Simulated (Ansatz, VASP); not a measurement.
One calculation of Fe, two programs

INCAR

```
ALGO     = Normal         # electronic algorithm
EDIFF    = 1E-6           # SCF threshold, eV
ENCUT    = 520            # plane-wave cutoff, eV
GGA      = PE             # functional
ISIF     = 2              # what is computed and relaxed
ISMEAR   = 1              # smearing method
ISPIN    = 2              # spin polarisation
LASPH    = True           # aspherical terms in the spheres
LCHARG   = False          # write CHGCAR
LMAXMIX  = 4              # l up to which the mixer works
LORBIT   = 11             # projections on sites
LREAL    = False          # projectors in reciprocal space
LWAVE    = False          # write WAVECAR
MAGMOM   = 2.208          # initial moments
NBANDS   = 14             # bands
NELM     = 150            # most SCF steps
PREC     = Accurate       # precision mode
SIGMA    = 0.3            # smearing width, eV
```

File KPOINTS:

```
k-points
0
Gamma
  15 15 15
```

POSCAR

```
Fe
1.0
   -1.4163059769      1.4163059769      1.4163059769
    1.4163059769     -1.4163059769      1.4163059769
    1.4163059769      1.4163059769     -1.4163059769
Fe
1
Direct
    0.0000000000      0.0000000000      0.0000000000
```

Input for Ansatz:

```yaml
crystal:
  lattice:
    - [-1.4163059769, 1.4163059769, 1.4163059769]
    - [1.4163059769, -1.4163059769, 1.4163059769]
    - [1.4163059769, 1.4163059769, -1.4163059769]
  atoms:
    - { symbol: Fe, position: [0.0, 0.0, 0.0], spin: 2.208 }
hamiltonian:
  xc: pbe
  pseudopotentials:
    kind: paw
    azcp:
      Fe: "pseudopotentials/Fe.paw.azcp"
basis:
  ecutwfc: 420
  fft_grid_basis: typed
kpoints:
  mp_grid: { grid: [15, 15, 15], shift: [0, 0, 0] }
magnetization:
  spin_polarized: true
scf:
  occupations: { method: methfessel_paxton, width: 0.3 }
  lower_state_search: "off"
output:
  stress: true
```

Alike in both runs: task single point; functional PBE; k mesh 15 × 15 × 15; occupations methfessel-paxton of order 1, width 0.3 eV; collinear spin.

|  | VASP | Ansatz |
| --- | --- | --- |
| version | VASP 6.6.1 | Ansatz 0.2.0 |
| potentials or method | VASP PAW PBE potentials, release 64 (Fe), cutoff 520 eV | plane waves (420 eV) with PAW, scalar-relativistic |
| valence electrons in the cell | 8 | 16 |

Ansatz gave:

```
pressure (GPa)                                                : -0.1
net moment per atom (μB)                                      : 2.18
size of the moment on the site where the two differ most (μB) : 2.22
```

Q: Estimate VASP's values.

A: Pressure (GPa): -0.2; net moment per atom (μB): 2.19; size of the moment on the site where the two differ most (μB): 2.19.

Site moments also hang on the region over which each program counts them. VASP's potentials hold 8 valence electrons a cell and Ansatz's 16, so a difference there can come from the potentials and not from the codes. Ansatz's warnings: stability check not made.
